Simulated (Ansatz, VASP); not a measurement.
**One calculation of Au, two programs**

```xyz
1
Lattice="0.0000 2.0789 2.0789 2.0789 0.0000 2.0789 2.0789 2.0789 0.0000" Properties=species:S:1:pos:R:3 pbc="T T T"
Au    0.0000    0.0000    0.0000
```

Alike in both runs: functional PBE; k mesh 18 × 18 × 18; occupations gaussian, width 0.1 eV; no spin polarisation.

Ansatz relaxed the structure, and its values are those at the end. VASP's run is a single point on that final structure, the one shown.

```csv
,VASP,Ansatz
version,VASP 6.6.1,Ansatz 0.2.0
potentials or method,"VASP PAW PBE potentials, release 64 (Au), cutoff 520 eV","scalar-relativistic, plane waves, PAW"
valence electrons in the cell,11,19
```

```csv
,VASP,Ansatz,Ansatz less VASP
gap on the k mesh at the Fermi level (eV),none,none,-
pressure (GPa),-0.2,0.0,+0.24
```

A gap of «none» marks a metal or a gap that the smearing closes. VASP's potentials hold 11 valence electrons a cell and Ansatz's 19, so a difference there can come from the potentials and not from the codes.

Neither program's run includes spin-orbit coupling.
